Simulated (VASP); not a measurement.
# TlPdI2 (I4/mcm) in VASP: density of states with PBE

Aim: the density of states of TlPdI2 with PBE.

Everything below comes from runs of VASP 6.6.1. Logs are shortened: lines on timing, memory, paths and dates and some standing lists are left out, and cuts for length are marked.

## Step 1: The cell of the first run

The structure is tetragonal, space group I4/mcm (No. 140). Conventional cell: a = 8.263 Å, b = 8.263 Å, c = 7.589 Å, α = 90.00°, β = 90.00°, γ = 90.00°. Within 3.8 Å of I (site symmetry m2m) lie 2 Pd at 2.85 Å and 4 Tl at 3.57 Å. Within 4.7 Å of Tl (site symmetry 422) lie 8 I at 3.57 Å and 2 Tl at 3.79 Å and 4 Pd at 4.13 Å. Within 3.8 Å of Pd (site symmetry -42m) lie 4 I at 2.85 Å and 2 Pd at 3.79 Å.

## Step 2: Density of states, PBE

File POSCAR:

```
TlPdI2
1.0
   -4.1313609200      4.1313609200      3.7945120900
    4.1313609200     -4.1313609200      3.7945120900
    4.1313609200      4.1313609200     -3.7945120900
I Tl Pd
4 2 2
Direct
    0.6820000000      0.1820000000      0.8640000000
    0.1820000000      0.3180000000      0.5000000000
    0.3180000000      0.8180000000      0.1360000000
    0.8180000000      0.6820000000      0.5000000000
    0.2500000000      0.2500000000      0.0000000000
    0.7500000000      0.7500000000      0.0000000000
    0.2500000000      0.7500000000      0.5000000000
    0.7500000000      0.2500000000      0.5000000000
```

File INCAR.step1:

```
SYSTEM = TlPdI2
PREC     = Accurate       ! precision mode
ENCUT    = 520            ! plane-wave cutoff, eV
EDIFF    = 1E-7           ! SCF threshold, eV
ISMEAR   = -1             ! smearing method
SIGMA    = 0.1            ! smearing width, eV
LREAL    = .False.        ! projectors in reciprocal space
LASPH    = .True.         ! aspherical terms in the spheres
NELM     = 100            ! most SCF steps
ALGO     = Normal         ! electronic algorithm
ISIF     = 2              ! what is computed and relaxed
LWAVE    = .False.        ! write WAVECAR
LCHARG   = .True.         ! write CHGCAR
LMAXMIX  = 4              ! l up to which the mixer works
GGA      = PE             ! functional
NBANDS   = 47             ! bands
```

File KPOINTS.step1:

```
Automatic mesh
0
Gamma
  6 6 6
  0 0 0
```

File INCAR.step2:

```
SYSTEM = TlPdI2
PREC     = Accurate       ! precision mode
ENCUT    = 520            ! plane-wave cutoff, eV
EDIFF    = 1E-7           ! SCF threshold, eV
ISMEAR   = -5             ! smearing method
SIGMA    = 0.1            ! smearing width, eV
LREAL    = .False.        ! projectors in reciprocal space
LASPH    = .True.         ! aspherical terms in the spheres
NELM     = 100            ! most SCF steps
ALGO     = Normal         ! electronic algorithm
ISIF     = 2              ! what is computed and relaxed
LWAVE    = .False.        ! write WAVECAR
LCHARG   = .False.        ! write CHGCAR
LMAXMIX  = 4              ! l up to which the mixer works
GGA      = PE             ! functional
LORBIT   = 11             ! projections on sites
NEDOS    = 2001           ! points of the DOS
ICHARG   = 11             ! starting density
```

File KPOINTS.step2:

```
Automatic mesh
0
Gamma
  9 9 9
  0 0 0
```

Potentials or basis: VASP PAW PBE potentials, release 64 (I, Tl_d, Pd).

Run with:

```bash
$ cat potpaw_PBE.64/I/POTCAR potpaw_PBE.64/Tl_d/POTCAR potpaw_PBE.64/Pd/POTCAR > POTCAR
$ cp INCAR.step1 INCAR
$ cp KPOINTS.step1 KPOINTS
$ mpirun -np 1 vasp_std > vasp.out
$ cp INCAR.step2 INCAR
$ cp KPOINTS.step2 KPOINTS
$ mpirun -np 1 vasp_std > vasp.out
```

OUTCAR:

```text
SYSTEM = TlPdI2
   PREC = Accurate
   ENCUT = 520
   EDIFF = 1E-7
   ISMEAR = -5
   LREAL = .False.
   LASPH = .True.
   NELM = 100
   ISIF = 2
   GGA = PE
   LORBIT = 11
   ICHARG = 11

 ion  position               nearest neighbor table
   1  0.682  0.182  0.864-   8 2.85   7 2.85   5 3.57   6 3.57   5 3.57   6 3.57
   2  0.182  0.318  0.500-   7 2.85   8 2.85   5 3.57   5 3.57   6 3.57   6 3.57
   3  0.318  0.818  0.136-   7 2.85   8 2.85   5 3.57   6 3.57   5 3.57   6 3.57
   4  0.818  0.682  0.500-   7 2.85   8 2.85   6 3.57   6 3.57   5 3.57   5 3.57
   5  0.250  0.250  0.000-   3 3.57   1 3.57   2 3.57   2 3.57   4 3.57   4 3.57   3 3.57   1 3.57
                             6 3.79   6 3.79
   6  0.750  0.750  0.000-   3 3.57   1 3.57   4 3.57   4 3.57   2 3.57   2 3.57   1 3.57   3 3.57
                             5 3.79   5 3.79
   7  0.250  0.750  0.500-   3 2.85   1 2.85   2 2.85   4 2.85
   8  0.750  0.250  0.500-   1 2.85   3 2.85   2 2.85   4 2.85

  LATTYP: Found a body centered tetragonal cell.
 ALAT       =     8.2627218400
 C/A-ratio  =     0.9184654073

  Lattice vectors:

 A1 = (  -4.1313609200,   4.1313609200,   3.7945120900)
 A2 = (   4.1313609200,  -4.1313609200,   3.7945120900)
 A3 = (   4.1313609200,   4.1313609200,  -3.7945120900)

Analysis of symmetry for initial positions (statically):
=====================================================================
 Subroutine PRICEL returns:
 Original cell was already a primitive cell.

 Routine SETGRP: Setting up the symmetry group for a
 body centered tetragonal supercell.

 Subroutine GETGRP returns: Found 16 space group operations
 (whereof  8 operations were pure point group operations)
 out of a pool of 16 trial point group operations.

The static configuration has the point symmetry C_4h.
 The point group associated with its full space group is D_4h.

Analysis of symmetry for dynamics (positions and initial velocities):
=====================================================================
 Subroutine PRICEL returns:
 Original cell was already a primitive cell.

 Routine SETGRP: Setting up the symmetry group for a
 body centered tetragonal supercell.

 Subroutine GETGRP returns: Found 16 space group operations
 (whereof  8 operations were pure point group operations)
 out of a pool of 16 trial point group operations.

The dynamic configuration has the point symmetry C_4h.
 The point group associated with its full space group is D_4h.

 Subroutine INISYM returns: Found 16 space group operations
[... 124 lines left out ...]
   EMIN   =  10.00;   EMAX   =-10.00  energy-range for DOS
   EFERMI =   0.00;   METHOD = LEGACY
   ISMEAR =    -5;   SIGMA  =   0.10  broadening in eV -4-tet -1-fermi 0-gaus
   EFERMI_NEDOS =   21; number of points for ismear=-14 and -15
   IALGO  =     38    algorithm
   IMIX   =      4    mixing-type and parameters
     AMIX     =   0.40;   BMIX     =  1.00
     AMIX_MAG =   1.60;   BMIX_MAG =  1.00
  volume/ion in A,a.u.               =      32.38       218.53
  Fermi-wavevector in a.u.,A,eV,Ry     =   1.078164  2.037434 15.815912  1.162437
  Thomas-Fermi vector in A             =   2.214095
   LORBIT       =     11    0 simple, 1 ext, 2 COOP (PROOUT), +10 PAW based schemes
   GGA     = PE    functional components
   LHFCALC =     F    Hartree Fock is set to
   AEXX    =    0.0000 exact exchange contribution
   IVDW    =     0    specifies the selected vdW correction
   LEPSILON=     F    determine dielectric tensor
   LRPA    =     F    only Hartree local field effects (RPA)
 non-spin polarized calculation
 Fermi weights with tetrahedron method with Bloechl corrections
  energy-cutoff  :      520.00
  volume of cell :      259.06
 maximum number of plane-waves:      7030
 NGX is ok and might be reduce to    54

 number of electron      74.0000004 magnetization

 Free energy of the ion-electron system (eV)
  ---------------------------------------------------
  ext. energy  EPLUGINS =         0.00000000
  ---------------------------------------------------
  free energy    TOTEN  =       -22.52521358 eV

  energy without entropy =      -22.52521358  energy(sigma->0) =      -22.52521358

 E-fermi :   4.5426     XC(G=0):  -9.2038

 val. band max:        4.5455063506   @ k =  -0.2222  -0.4444   0.2222
 cond. band min:       4.5371508632   @ k =   0.1111   0.1111   0.0000
 fundamental gap:     -0.0083554874
 Fermi energy:         4.5425977767

 k-point     1 :       0.0000    0.0000    0.0000
  band No.  band energies     occupation
      1      -8.4090      2.00000
      2      -7.9135      2.00000
      3      -7.8318      2.00000
      4      -7.8318      2.00000
      5      -6.4719      2.00000
      6      -6.3047      2.00000
[... 1117 lines left out ...]
     43       8.7978      0.00000
     44       8.9720      0.00000

 [... further k-points ...]
[... 5 lines left out ...]
  --------------------------------------------------------------------------------------
  -------------------------------------------------------------------------------------
  Total       -1.8881588     -1.8881588     -1.4215270      0.0000000      0.0000000      0.0000000
  in kB      -11.6774195    -11.6774195     -8.7915101      0.0000000      0.0000000      0.0000000
  external PRESSURE =     -10.7154497 kB  Pullay stress =       0.0000000 kB

 VOLUME and BASIS-vectors are now :
 -----------------------------------------------------------------------------
  energy-cutoff  :      520.00
  volume of cell :      259.06
      direct lattice vectors                 reciprocal lattice vectors
    -4.131360920  4.131360920  3.794512090     0.000000000  0.121025495  0.131769247
     4.131360920 -4.131360920  3.794512090     0.121025495  0.000000000  0.131769247
     4.131360920  4.131360920 -3.794512090     0.121025495  0.121025495  0.000000000

 POSITION                                       TOTAL-FORCE (eV/Angst)
 -----------------------------------------------------------------------------------
      1.50382      5.63518      0.00000        -0.387455     -0.387455     -0.000000
      2.62755      1.50382      0.00000         0.387455     -0.387455      0.000000
      2.62755     -1.50382      3.79451         0.387455      0.387455      0.000000
      1.50382      2.62755      3.79451        -0.387455      0.387455      0.000000
      0.00000      0.00000      1.89726         0.000000     -0.000000      0.000000
      0.00000      0.00000      5.69177         0.000000     -0.000000      0.000000
      4.13136     -0.00000      1.89726         0.000000      0.000000      0.000000
     -0.00000      4.13136      1.89726        -0.000000      0.000000      0.000000
 -----------------------------------------------------------------------------------
    total drift:                                0.000000     -0.000000      0.000000

  FREE ENERGIE OF THE ION-ELECTRON SYSTEM (eV)
  ---------------------------------------------------
  free  energy   TOTEN  =       -22.5252135804 eV

  energy  without entropy=      -22.5252135804  energy(sigma->0) =      -22.52521358

 total charge

# of ion       s       p       d       tot
------------------------------------------
    1        1.513   2.707   0.030   4.250
    2        1.513   2.707   0.030   4.250
    3        1.513   2.707   0.030   4.250
    4        1.513   2.707   0.030   4.250
    5        1.292   0.161   9.665  11.118
    6        1.292   0.161   9.665  11.118
    7        0.294   0.240   8.612   9.145
    8        0.294   0.240   8.612   9.145
--------------------------------------------------
tot          9.223  11.629  36.672  57.524
```

It took 11 min on 1 thread of AMD EPYC 9R45 (Zen 5), shared host; peak memory 0.87 GiB.

Results:

| Quantity | Value |
| --- | --- |
| Valence electrons inside the program's atomic spheres | I 4.25; Tl 11.12; Pd 9.14 |

Caveat: spin-orbit coupling is left out, which moves the levels of the heavy elements; tetrahedron occupations give inexact forces and stress in metals.
